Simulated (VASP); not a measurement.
# Si5Ge (Pmmm) in VASP: a series of runs

The runs below take Si5Ge through single point, relaxation of cell and atoms, with PBE.

Program: VASP 6.6.1. These are calculated values, not measurements. Logs are shortened: lines on timing, memory, paths and dates and some standing lists are left out, and cuts for length are marked.

## (1) The cell of the first run

It takes space group Pmmm (No. 47, orthorhombic). Conventional cell: a = 2.837 Å, b = 3.685 Å, c = 8.896 Å, α = 90.00°, β = 90.00°, γ = 90.00°. Within 3.5 Å of Si (site symmetry mm2) lie 11 Si at 2.64 to 2.84 Å and 1 Ge at 3.13 Å. Si (site symmetry mmm) has 12 Si at 2.67 to 2.84 Å within 3.5 Å. Within 3.5 Å of Si (site symmetry mm2) lie 7 Si at 2.67 to 2.84 Å and 4 Ge at 2.93 Å. Ge (site symmetry mmm) has 4 Ge at 2.84 to 3.68 Å and 10 Si at 2.93 to 3.13 Å within 3.7 Å.

## (2) Single point, PBE

Input file INCAR:

```
  ALGO = Normal
  EDIFF = 1E-7
  ENCUT = 520
  GGA = PE
  ISIF = 2
  ISMEAR = 0
  LASPH = True
  LCHARG = False
  LREAL = False
  LWAVE = False
  NBANDS = 26
  NELM = 100
  PREC = Accurate
  SIGMA = 0.1
```

Input file KPOINTS:

```
k-points
0
Gamma
  6 4 2
```

Input file POSCAR:

```
Si5Ge
1.0
    2.8372020219      0.0000000000      0.0000000000
    0.0000000000      3.6846098248      0.0000000000
    0.0000000000      0.0000000000      8.8958338658
Si Ge
5 1
Direct
    0.0000000000      0.0000000000      0.8513930907
    0.5000000000      0.5000000000      0.0000000000
    0.0000000000      0.0000000000      0.1486069093
    0.5000000000      0.5000000000      0.2996268065
    0.5000000000      0.5000000000      0.7003731935
    0.0000000000      0.0000000000      0.5000000000
```

Potentials or basis: VASP PAW PBE potentials, release 64 (Si, Ge_d).

Started as:

```console
$ cat potpaw_PBE.64/Si/POTCAR potpaw_PBE.64/Ge_d/POTCAR > POTCAR
$ mpirun -np 1 vasp_std > vasp.out
```

OUTCAR:

```text
EDIFF = 1E-7
   ENCUT = 520
   GGA = PE
   ISIF = 2
   ISMEAR = 0
   LASPH = True
   LREAL = False
   NELM = 100
   PREC = Accurate

 ion  position               nearest neighbor table
   1  0.000  0.000  0.851-   3 2.64   2 2.67   2 2.67   2 2.67   2 2.67   5 2.69   5 2.69   5 2.69
                             5 2.69
   2  0.500  0.500  0.000-   4 2.67   5 2.67   1 2.67   3 2.67   1 2.67   3 2.67   1 2.67   3 2.67
                             1 2.67   3 2.67
   3  0.000  0.000  0.149-   1 2.64   2 2.67   2 2.67   2 2.67   2 2.67   4 2.69   4 2.69   4 2.69
                             4 2.69
   4  0.500  0.500  0.300-   2 2.67   3 2.69   3 2.69   3 2.69   3 2.69   6 2.93   6 2.93   6 2.93
                             6 2.93
   5  0.500  0.500  0.700-   2 2.67   1 2.69   1 2.69   1 2.69   1 2.69   6 2.93   6 2.93   6 2.93
                             6 2.93
   6  0.000  0.000  0.500-   4 2.93   5 2.93   4 2.93   5 2.93   4 2.93   5 2.93   4 2.93   5 2.93

  LATTYP: Found a simple orthorhombic cell.
 ALAT       =     2.8372020219
 B/A-ratio  =     1.2986772871
 C/A-ratio  =     3.1354249000

  Lattice vectors:

 A1 = (   2.8372020219,   0.0000000000,   0.0000000000)
 A2 = (   0.0000000000,   3.6846098248,   0.0000000000)
 A3 = (   0.0000000000,   0.0000000000,   8.8958338658)

Analysis of symmetry for initial positions (statically):
=====================================================================
 Subroutine PRICEL returns:
 Original cell was already a primitive cell.

 Routine SETGRP: Setting up the symmetry group for a
 simple orthorhombic supercell.

 Subroutine GETGRP returns: Found  8 space group operations
 (whereof  8 operations were pure point group operations)
 out of a pool of  8 trial point group operations.

The static configuration has the point symmetry D_2h.

Analysis of symmetry for dynamics (positions and initial velocities):
=====================================================================
 Subroutine PRICEL returns:
 Original cell was already a primitive cell.

 Routine SETGRP: Setting up the symmetry group for a
 simple orthorhombic supercell.

 Subroutine GETGRP returns: Found  8 space group operations
 (whereof  8 operations were pure point group operations)
 out of a pool of  8 trial point group operations.

The dynamic configuration has the point symmetry D_2h.

 Subroutine INISYM returns: Found  8 space group operations
 (whereof  8 operations are pure point group operations),
 and found     1 'primitive' translations

[... 105 lines left out ...]
   IBRION =     -1    ionic relax: 0-MD 1-quasi-New 2-CG
   NFREE  =      0    steps in history (QN), initial steepest desc. (CG)
   ISIF   =      2    stress and relaxation
   ISYM   =      2    0-nonsym 1-usesym 2-fastsym
   POTIM  = 0.5000    time-step for ionic-motion
   TEBEG  =    0.0;   TEEND  =   0.0 temperature during run
   PSTRESS=    0.0 pullay stress
   NELECT =      34.0000    total number of electrons
   NUPDOWN=      -1.0000    fix difference up-down
   EMIN   =  10.00;   EMAX   =-10.00  energy-range for DOS
   EFERMI =   0.00;   METHOD = LEGACY
   ISMEAR =     0;   SIGMA  =   0.10  broadening in eV -4-tet -1-fermi 0-gaus
   EFERMI_NEDOS =   21; number of points for ismear=-14 and -15
   IALGO  =     38    algorithm
   IMIX   =      4    mixing-type and parameters
     AMIX     =   0.40;   BMIX     =  1.00
     AMIX_MAG =   1.60;   BMIX_MAG =  1.00
  volume/ion in A,a.u.               =      15.50       104.60
  Fermi-wavevector in a.u.,A,eV,Ry     =   1.170608  2.212129 18.644392  1.370324
  Thomas-Fermi vector in A             =   2.307064
   LORBIT       =      0    0 simple, 1 ext, 2 COOP (PROOUT), +10 PAW based schemes
   GGA     = PE    functional components
   LHFCALC =     F    Hartree Fock is set to
   AEXX    =    0.0000 exact exchange contribution
   IVDW    =     0    specifies the selected vdW correction
   LEPSILON=     F    determine dielectric tensor
   LRPA    =     F    only Hartree local field effects (RPA)
 non-spin polarized calculation
 Gauss-broadening in eV      SIGMA  =   0.10
  energy-cutoff  :      520.00
  volume of cell :       93.00
 maximum number of plane-waves:      2530
 NGX is ok and might be reduce to    24
   NGX = 11   NGY = 13   NGZ = 33

 number of electron      33.9999992 magnetization

 Free energy of the ion-electron system (eV)
  ---------------------------------------------------
  ext. energy  EPLUGINS =         0.00000000
  ---------------------------------------------------
  free energy    TOTEN  =       -28.51941707 eV

  energy without entropy =      -28.50762670  energy(sigma->0) =      -28.51352189

 E-fermi :   9.2046     XC(G=0): -11.1225

 val. band max:        9.1327733318   @ k =   0.3333   0.5000   0.5000
 cond. band min:       9.2300639252   @ k =   0.0000   0.5000   0.5000
 fundamental gap:      0.0972905934
 Fermi energy:         9.2046423176

 k-point     1 :       0.0000    0.0000    0.0000
  band No.  band energies     occupation
      1     -15.6312      2.00000
      2     -15.5544      2.00000
      3     -15.5541      2.00000
      4     -15.5282      2.00000
      5     -15.5213      2.00000
      6      -5.0911      2.00000
[... 685 lines left out ...]
     25      13.4209      0.00000
     26      13.5144      0.00000

------------------------ aborting loop because EDIFF is reached ----------------------------------------

  FORCE on cell =-STRESS in cart. coord.  units (eV):
  Direction    XX          YY          ZZ          XY          YZ          ZX
  --------------------------------------------------------------------------------------
  -------------------------------------------------------------------------------------
  Total        0.0545357     -0.0073154     -0.0700937      0.0000000      0.0000000      0.0000000
  in kB        0.9395568     -0.1260325     -1.2075954      0.0000000      0.0000000      0.0000000
  external PRESSURE =      -0.1313570 kB  Pullay stress =       0.0000000 kB

 VOLUME and BASIS-vectors are now :
 -----------------------------------------------------------------------------
  energy-cutoff  :      520.00
  volume of cell :       93.00
      direct lattice vectors                 reciprocal lattice vectors
     2.837202022  0.000000000  0.000000000     0.352459921  0.000000000  0.000000000
     0.000000000  3.684609825  0.000000000     0.000000000  0.271399157  0.000000000
     0.000000000  0.000000000  8.895833866     0.000000000  0.000000000  0.112412171

 POSITION                                       TOTAL-FORCE (eV/Angst)
 -----------------------------------------------------------------------------------
      0.00000      0.00000      7.57385         0.000000      0.000000     -0.012274
      1.41860      1.84230      0.00000         0.000000      0.000000      0.000000
      0.00000      0.00000      1.32198         0.000000      0.000000      0.012274
      1.41860      1.84230      2.66543         0.000000      0.000000     -0.018612
      1.41860      1.84230      6.23040         0.000000     -0.000000      0.018612
      0.00000      0.00000      4.44792         0.000000      0.000000      0.000000
 -----------------------------------------------------------------------------------
    total drift:                                0.000000     -0.000000      0.000000

  FREE ENERGIE OF THE ION-ELECTRON SYSTEM (eV)
  ---------------------------------------------------
  free  energy   TOTEN  =       -28.5194170725 eV

  energy  without entropy=      -28.5076266997  energy(sigma->0) =      -28.51352189
```

OSZICAR:

```text
N       E                     dE             d eps       ncg     rms          rms(c)
DAV:   1     0.190235195642E+03    0.19024E+03   -0.14704E+04  1570   0.202E+03
DAV:   2    -0.204770343276E+01   -0.19228E+03   -0.17950E+03  1420   0.532E+02
DAV:   3    -0.278741604993E+02   -0.25826E+02   -0.25013E+02  1580   0.101E+02
DAV:   4    -0.287847749372E+02   -0.91061E+00   -0.90528E+00  1528   0.190E+01
DAV:   5    -0.288043103110E+02   -0.19535E-01   -0.19526E-01  1746   0.323E+00    0.610E+00
DAV:   6    -0.285761657990E+02    0.22814E+00   -0.91466E-01  1658   0.576E+00    0.352E+00
DAV:   7    -0.285331334396E+02    0.43032E-01   -0.14307E-01  1640   0.206E+00    0.199E+00
DAV:   8    -0.285195588107E+02    0.13575E-01   -0.49329E-02  1420   0.996E-01    0.419E-01
DAV:   9    -0.285195155379E+02    0.43273E-04   -0.25404E-03  1680   0.250E-01    0.284E-01
DAV:  10    -0.285194899883E+02    0.25550E-04   -0.24299E-04  1482   0.838E-02    0.990E-02
DAV:  11    -0.285194172164E+02    0.72772E-04   -0.80776E-05  1500   0.484E-02    0.112E-02
DAV:  12    -0.285194167715E+02    0.44480E-06   -0.57099E-06  1592   0.139E-02    0.504E-03
DAV:  13    -0.285194170518E+02   -0.28022E-06   -0.53721E-07  1514   0.339E-03    0.143E-03
DAV:  14    -0.285194170725E+02   -0.20712E-07   -0.48933E-08   902   0.198E-03
   1 F= -.28519417E+02 E0= -.28513522E+02  d E =-.117904E-01
```

stdout:

```text
POSCAR found type information on POSCAR SiGe
 POSCAR found :  2 types and       6 ions
 scaLAPACK will be used
 LDA part: xc-table for (Slater+PW92), standard interpolation
 POSCAR, INCAR and KPOINTS ok, starting setup
 FFT: planning ... GRIDC
 FFT: planning ... GRID_SOFT
 FFT: planning ... GRID
 WAVECAR not read
 entering main loop
```

It took 41 s on 1 thread of Intel Xeon 6975P-C, shared host; peak memory 0.22 GiB.

What came out:

| Property | Result |
| --- | --- |
| Free energy | -28.5194 eV |
| Pressure | 0.0 GPa |
| Largest force | 0.019 eV/Å |
| Band gap on the k mesh | zero (band 17 reaches 13.18 eV, above the bottom of band 18 at 6.52 eV) |

Forces in eV/Å, atoms in the order of the input:
```
Si   0.000  0.000 -0.012
Si   0.000  0.000  0.000
Si   0.000  0.000  0.012
Si   0.000  0.000 -0.019
Si   0.000  0.000  0.019
Ge   0.000  0.000  0.000
```

Levels at points of the mesh, in eV from the Fermi level:
```csv
k point,band 14,band 15,band 16,band 17,band 18,band 19,band 20,band 21
"(0.00, 0.00, 0.00)",-1.62,-1.13,-0.85,1.38,2.02,2.73,3.41,3.50
"(0.50, 0.00, 0.00)",-2.16,-1.88,-0.26,-0.22,1.15,1.23,1.39,1.73
"(0.00, 0.50, 0.00)",-3.58,-3.49,3.69,3.98,4.35,4.43,5.06,5.55
"(0.50, 0.50, 0.00)",-4.90,-4.34,-4.26,-4.13,-0.77,-0.64,0.40,0.60
"(0.00, 0.00, 0.50)",-2.74,-1.07,0.06,0.11,1.33,1.49,2.10,3.33
"(0.50, 0.00, 0.50)",-0.22,-0.14,0.75,1.06,1.12,1.12,1.19,1.23
"(0.00, 0.50, 0.50)",-0.22,-0.18,0.03,0.24,4.39,4.50,5.58,5.80
"(0.50, 0.50, 0.50)",-3.88,-3.33,-3.02,-2.95,-2.69,-2.37,-1.58,-1.56
```

Caveat: the k points lie up to 0.43 Å⁻¹ apart.

## (3) Single point, PBE

This run uses another cell than the first one, of 15.88 Å³/atom, 1.024 times its volume.

Input file INCAR:

```
PREC     = Accurate       # precision mode
ENCUT    = 520            # plane-wave cutoff, eV
EDIFF    = 1E-7           # SCF threshold, eV
ISMEAR   = 0              # smearing method
SIGMA    = 0.1            # smearing width, eV
LREAL    = F              # projectors in reciprocal space
LASPH    = T              # aspherical terms in the spheres
NELM     = 80             # most SCF steps
ALGO     = Normal         # electronic algorithm
ISIF     = 2              # what is computed and relaxed
LWAVE    = F              # write WAVECAR
LCHARG   = T              # write CHGCAR
GGA      = PE             # functional
LELF     = T              # ELF
LVHAR    = T            
NBANDS   = 26             # bands
```

Input file KPOINTS:

```
Automatic mesh
0
Gamma
  6 4 2
```

Input file POSCAR:

```
Si5Ge
1.0
    2.8211855700      0.0000000000      0.0000000000
    0.0000000000      3.9897589000      0.0000000000
    0.0000000000      0.0000000000      8.4635567200
Si Ge
5 1
Direct
    0.0000000000      0.0000000000      0.8333333300
    0.5000000000      0.5000000000      0.0000000000
    0.0000000000      0.0000000000      0.1666666700
    0.5000000000      0.5000000000      0.3333333300
    0.5000000000      0.5000000000      0.6666666700
    0.0000000000      0.0000000000      0.5000000000
```

Potentials or basis: VASP PAW PBE potentials, release 64 (Si, Ge_d).

Started as:

```console
$ cat potpaw_PBE.64/Si/POTCAR potpaw_PBE.64/Ge_d/POTCAR > POTCAR
$ mpirun -np 1 vasp_std > vasp.out
```

Run time: 48 s. Hardware: 1 thread of Intel Xeon 6975P-C, shared host; peak memory 0.22 GiB.

Results (log left out):

```yaml
Free_energy: -27.9638 eV
Pressure: -2.3 GPa
Largest_force: 0.531 eV/Å
Band_gap_on_the_k_mesh: zero (band 17 reaches 13.95 eV, above the bottom of band 18 at 6.25 eV)
```

Forces in eV/Å, atoms in the order of the input:
```
Si   0.000  0.000  0.251
Si   0.000  0.000  0.000
Si   0.000  0.000 -0.251
Si   0.000  0.000 -0.531
Si   0.000  0.000  0.531
Ge   0.000  0.000  0.000
```

Stress tensor (GPa, compression positive):
```
  2.47   0.00   0.00
  0.00 -11.37   0.00
  0.00   0.00   2.10
```

Levels at points of the mesh, in eV from the Fermi level:
| k point | band 13 | band 14 | band 15 | band 16 | band 17 | band 18 | band 19 | band 20 | band 21 | band 22 |
| --- | --- | --- | --- | --- | --- | --- | --- | --- | --- | --- |
| (0.00, 0.00, 0.00) | -2.89 | -2.81 | -2.31 | -2.25 | 2.83 | 3.01 | 3.04 | 3.07 | 3.15 | 3.28 |
| (0.50, 0.00, 0.00) | -1.30 | -1.30 | -1.21 | -0.48 | -0.37 | 0.01 | 0.05 | 1.30 | 1.45 | 1.46 |
| (0.00, 0.50, 0.00) | -3.33 | -3.32 | -3.23 | 5.12 | 5.12 | 5.13 | 5.14 | 5.26 | 5.45 | 6.64 |
| (0.50, 0.50, 0.00) | -5.19 | -4.42 | -4.38 | -4.32 | -4.32 | 0.31 | 0.45 | 0.55 | 0.55 | 1.54 |
| (0.00, 0.00, 0.50) | -3.97 | -1.05 | -0.95 | -0.48 | -0.37 | -0.03 | 0.05 | 3.52 | 3.53 | 6.01 |
| (0.50, 0.00, 0.50) | -4.33 | -0.02 | 0.01 | 0.01 | 0.16 | 0.21 | 0.40 | 0.41 | 0.42 | 2.99 |
| (0.00, 0.50, 0.50) | -6.27 | 0.92 | 0.93 | 0.95 | 1.01 | 5.48 | 5.51 | 5.62 | 5.64 | 5.97 |
| (0.50, 0.50, 0.50) | -5.74 | -3.35 | -3.04 | -2.66 | -2.66 | -2.57 | -2.56 | -1.07 | -0.93 | 4.47 |

Caveat: the k points lie up to 0.39 Å⁻¹ apart.

[end of part 1 of 2]
